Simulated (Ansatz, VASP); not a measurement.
**SiC: VASP beside Ansatz**

File INCAR:

```
PREC     = Accurate       # precision mode
ENCUT    = 520            # plane-wave cutoff, eV
EDIFF    = 1E-6           # SCF threshold, eV
ISMEAR   = -1             # smearing method
SIGMA    = 0.02           # smearing width, eV
LREAL    = F              # projectors in reciprocal space
LASPH    = T              # aspherical terms in the spheres
NELM     = 150            # most SCF steps
ALGO     = Normal         # electronic algorithm
ISIF     = 2              # what is computed and relaxed
LWAVE    = F              # write WAVECAR
LCHARG   = T              # write CHGCAR
ISPIN    = 2              # spin polarisation
MAGMOM   = 0 0            # initial moments
LORBIT   = 11             # projections on sites
GGA      = PE             # functional
LELF     = T              # ELF
LVHAR    = T            
NBANDS   = 15             # bands
```

KPOINTS

```
regular mesh
0
Gamma
  8 8 8
```

File POSCAR:

```
SiC
1.0
    0.0000000000      2.0138687949      2.0138687949
    2.0138687949      0.0000000000      2.0138687949
    2.0138687949      2.0138687949      0.0000000000
Si C
1 1
Direct
    0.0000000000      0.0000000000      0.0000000000
    0.5000000000      0.5000000000      0.5000000000
```

Input for Ansatz:

```yaml
crystal:
  lattice:
    - [0.0, 2.0138687949, 2.0138687949]
    - [2.0138687949, 0.0, 2.0138687949]
    - [2.0138687949, 2.0138687949, 0.0]
  atoms:
    - { symbol: Si, position: [0.0, 0.0, 0.0] }
    - { symbol: C, position: [0.5, 0.5, 0.5] }
kpoints:
  mp_grid: { grid: [8, 8, 8] }
hamiltonian:
  xc: pbe
scf:
  occupations: { method: fermi_dirac, width: 0.02 }
  n_extra_bands: 4
  max_iter: 82
output:
  forces: true
  stress: true
  eigenvalues: true
magnetization:
  spin_polarized: true
  initial_magnetization: 6.0
```

Alike in both runs: task single point; functional PBE; k mesh 8 × 8 × 8; occupations fermi-dirac, width 0.02 eV; collinear spin.

```csv
,VASP,Ansatz
version,VASP 6.6.1,Ansatz 0.2.0
potentials or method,"VASP PAW PBE potentials, release 64 (Si, C)",plane waves
plane-wave cutoff (eV),520,420
valence electrons in the cell,8,8
```

```tsv
	VASP	Ansatz	Ansatz less VASP
gap on the k mesh at the Fermi level (eV)	none	none	-
pressure (GPa)	6.3	6.1	-0.17
net moment per atom (μB)	0.00	0.00	0.000
```

A gap of «none» marks a metal or a gap that the smearing closes. Ansatz's warnings: seeded moment not kept.
